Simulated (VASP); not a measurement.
Wanted: the native input for a VASP 6.6.1 run.

* Task: relaxation of cell and atoms
* Functional: PBE
* Potentials or basis: VASP PAW PBE potentials, release 64 (P, C_h)
* Cutoff: 1300 eV
* k mesh: 8 × 8 × 8
* Occupations: gaussian, width 0.2 eV
* Spin: no spin polarisation
* Dipole correction: no
* Further INCAR settings: ALGO = Normal; EDIFF = 1e-07; IBRION = 2; EDIFFG = -0.08; NSW = 36; ISIF = 3

The structure of PC2 lies in POSCAR:

```
PC2
1.0
    1.4834904500      0.8564936100      5.4484079800
   -1.4834904500      0.8564936100      5.4484079800
    0.0000000000     -1.7129872300      5.4484079800
P C
1 2
Direct
    0.0000000000      0.0000000000      0.0000000000
    0.2500000000      0.2500000000      0.2500000000
    0.7500000000      0.7500000000      0.7500000000
```

The cell was generated, and may not be a known phase.

These files were run (other wordings do the same):

INCAR

```
SYSTEM = PC2
ALGO = Normal
EDIFF = 1E-7
EDIFFG = -0.08
ENCUT = 1300
GGA = PE
GGA_COMPAT = .FALSE.
IBRION = 2
ISIF = 3
ISMEAR = 0
LASPH = .TRUE.
LCHARG = .FALSE.
LREAL = .FALSE.
LWAVE = .FALSE.
NELM = 120
NELMIN = 4
NSW = 36
PREC = Accurate
SIGMA = 0.2
```

KPOINTS

```
k-points
0
G
  8 8 8
  0 0 0
```

Potentials or basis: VASP PAW PBE potentials, release 64 (P, C_h).

Command:

```sh
$ cat potpaw_PBE.64/P/POTCAR potpaw_PBE.64/C_h/POTCAR > POTCAR
$ mpirun -np 1 vasp_std > vasp.out
```

Results of the run:

- Relaxed volume: 10.35 Å³/atom
- Relaxed cell: a = 4.437 Å, b = 4.437 Å, c = 4.437 Å, α = 38.95°, β = 38.95°, γ = 38.95°
- Space group after relaxing (to 0.1 Å): R-3m (No. 166)
- Energy gained by relaxing: 798.5 meV/atom
- Ionic steps: 10
- Pressure after relaxing: 0.0 GPa
- Largest force after relaxing: 0.019 eV/Å
- Band gap on the k mesh: zero (an odd number of electrons rules out a gap without spin polarisation)

Caveat: the volume moved by over 15 % at a fixed basis, so the end points are rough; an odd number of electrons without spin polarisation forces a metal; a magnetic or distorted state may lie lower.

Wall time 22 min on 1 thread of Intel(R) Xeon(R) 6975P-C (Granite Rapids), on a shared host, peak memory 0.81 GiB.
